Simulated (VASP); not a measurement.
Input of a VASP 6.6.1 run:

The input INCAR:

```
SYSTEM = Ag
ALGO     = Normal         ! electronic algorithm
EDIFF    = 1E-6           ! SCF threshold, eV
ENCUT    = 520            ! plane-wave cutoff, eV
GGA      = CA             ! functional
ISIF     = 2              ! what is computed and relaxed
ISMEAR   = -1             ! smearing method
LASPH    = .TRUE.         ! aspherical terms in the spheres
LCHARG   = .FALSE.        ! write CHGCAR
LREAL    = .FALSE.        ! projectors in reciprocal space
LWAVE    = .FALSE.        ! write WAVECAR
NBANDS   = 12             ! bands
NELM     = 80             ! most SCF steps
PREC     = Accurate       ! precision mode
SIGMA    = 0.05           ! smearing width, eV
```

The input KPOINTS:

```
k-points
0
G
  18 18 18
  0 0 0
```

POSCAR

```
Ag
1.0
    0.0000000000      1.7595228285      1.7595228285
    1.7595228285      0.0000000000      1.7595228285
    1.7595228285      1.7595228285      0.0000000000
Ag
1
Direct
    0.0000000000      0.0000000000      0.0000000000
```

Potentials or basis: VASP PAW LDA potentials, release 64 (Ag).

Run with:

```console
$ cat potpaw_LDA.64/Ag/POTCAR > POTCAR
$ mpirun -np 1 vasp_std > vasp.out
```

(1) What does it give for the pressure?

(2) Predict the band gap on the k mesh.

## Answers

(1) 155.4 GPa.

(2) zero (an odd number of electrons rules out a gap without spin polarisation).

Caveat: the cell stands under pressure.
